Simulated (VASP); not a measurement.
Set up this calculation in VASP 6.6.1, as the native input.

```
Task                   : single point
Functional             : LDA
Potentials or basis    : VASP PAW LDA potentials, release 64 (K_sv, Ta_pv, O)
Cutoff                 : 600 eV
k mesh                 : 5 × 5 × 5
Occupations            : fermi-dirac, width 0.01 eV
Spin                   : no spin polarisation
Dipole correction      : no
Further INCAR settings : ALGO = Normal; EDIFF = 1e-06; NBANDS = 27
```

The structure of KTaO3 lies in POSCAR:

```
KTaO3
1.0
    3.9615320794      0.0000000000      0.0000000000
    0.0000000000      3.9615320794      0.0000000000
    0.0000000000      0.0000000000      3.9615320794
K Ta O
1 1 3
Direct
    0.5000000000      0.5000000000      0.5000000000
    0.0000000000      0.0000000000      0.0000000000
    0.5000000000      0.0000000000      0.0000000000
    0.0000000000      0.5000000000      0.0000000000
    0.0000000000      0.0000000000      0.5000000000
```

This cell differs from its parent crystal: volume scaled by 0.98.

These files were run (other wordings do the same):

INCAR

```
SYSTEM = KTaO3
  ALGO = Normal
  EDIFF = 1E-6
  ENCUT = 600
  GGA = CA
  GGA_COMPAT = .FALSE.
  ISIF = 2
  ISMEAR = -1
  LASPH = .TRUE.
  LCHARG = .TRUE.
  LELF = .TRUE.
  LREAL = .FALSE.
  LVHAR = .TRUE.
  LWAVE = .FALSE.
  NBANDS = 27
  NELM = 120
  PREC = Accurate
  SIGMA = 0.01
```

KPOINTS

```
k-points
0
G
  5 5 5
  0 0 0
```

Potentials or basis: VASP PAW LDA potentials, release 64 (K_sv, Ta_pv, O).

Launch:

```sh
$ cat potpaw_LDA.64/K_sv/POTCAR potpaw_LDA.64/Ta_pv/POTCAR potpaw_LDA.64/O/POTCAR > POTCAR
$ mpirun -np 1 vasp_std > vasp.out
```

It gave:

- Pressure: -0.4 GPa
- Band gap on the k mesh: 2.18 eV, indirect (least direct gap 2.67 eV)

Caveat: spin-orbit coupling is left out, which moves the levels of the heavy elements.

It took 18 s on 1 thread of Intel(R) Xeon(R) Platinum 8488C (Sapphire Rapids) (shared host), peak memory 0.16 GiB.
